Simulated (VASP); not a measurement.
Set up this calculation in VASP 6.6.1, as the native input.

```
Task                   : single point
Functional             : PBE
Dispersion             : D3(BJ)
Potentials or basis    : VASP PAW PBE potentials, release 64 (O, H, C)
Cutoff                 : 520 eV
k mesh                 : 1 × 1 × 1
Occupations            : fermi-dirac, width 0.05 eV
Spin                   : no spin polarisation
Dipole correction      : no
Further INCAR settings : LREAL = Auto; ALGO = Normal; EDIFF = 1e-07; NBANDS = 69
```

The structure of H22CO11 lies in POSCAR:

```
H22CO11
1.0
    5.3234140000      0.0000000000      0.0000000000
    0.0000000000      5.3234140000      0.0000000000
    0.0000000000      0.0000000000      5.3234140000
O H C
11 22 1
Direct
    0.8669624418      0.1864968608      1.0850931376
    0.7142221139      0.4727605255      0.7507776025
    0.1696843417      0.9098860243      0.2670842433
    0.9871484728      0.8022295467     -0.1011756741
    0.7701260883     -0.2439036303      0.4415399591
    0.4854591433      0.5698786531      0.1364913569
    0.0897732170      0.4545954908      0.3428438968
    0.0864482830      0.2342293874      0.7058440317
    0.3537391606      0.7300578163      0.6440228019
    0.5812811102      0.1986507155      0.4351906502
    0.4280711588      0.1450197185      0.0006950427
    0.9505741992      0.2486374345      0.9143568394
    0.9975741132      0.0537061367      1.1563631910
    0.5219019223      0.6471786714      0.6901773937
    0.6505975301      0.3318922782      0.5941300075
    0.1845620123      0.9766101228      0.4377078319
    0.3759805268      0.9081014552      0.2413864486
    0.9590274211      0.7287804405      0.0612952515
    0.8240576442      0.6541103134     -0.2372349774
    0.9261349953     -0.3247164320      0.3984097423
    0.6320567966     -0.3626995759      0.3959489155
    0.6204477052      0.4375011975      0.1779121443
    0.5951819641      0.4715019347     -0.0595670372
    0.2399212235      0.5025158667      0.2247993487
   -0.0210391302      0.3037524416      0.2634775353
    0.2350934945      0.2264712081      0.8048030831
    0.0959722464      0.2998639595      0.5231229433
    0.1892958166      0.7205902077      0.8206012157
    0.2516242396      0.6175548248      0.5400669570
    0.6272290677      0.0084907918      0.4285595672
    0.5246445232      0.2147118372      0.2674035872
    0.5313319610      0.0015967197     -0.3075282140
    0.7070086978     -0.1144754100     -0.0497612998
    0.5564474227     -0.0004884084     -0.1150013882
```

These files were run (other wordings do the same):

INCAR

```
PREC = Accurate
ENCUT = 520
EDIFF = 1E-7
ISMEAR = -1
SIGMA = 0.05
LREAL = Auto
LASPH = True
NELM = 100
ALGO = Normal
ISIF = 2
LWAVE = False
LCHARG = False
GGA = PE
IVDW = 12
NBANDS = 69
```

KPOINTS

```
regular mesh
0
Gamma
  1 1 1
```

Potentials or basis: VASP PAW PBE potentials, release 64 (O, H, C).

Run with:

```console
$ cat potpaw_PBE.64/O/POTCAR potpaw_PBE.64/H/POTCAR potpaw_PBE.64/C/POTCAR > POTCAR
$ mpirun -np 1 vasp_gam > vasp.out
```

Results of the run:

The pressure is 42.0 GPa, the largest force is 5.176 eV/Å and the band gap on the k mesh is 3.89 eV. The dispersion energy per atom is -0.085 eV.

Caveat: the k points lie up to 1.18 Å⁻¹ apart.

It took 59 s on 1 thread of AMD EPYC 7R13, on a shared host, peak memory 0.28 GiB.
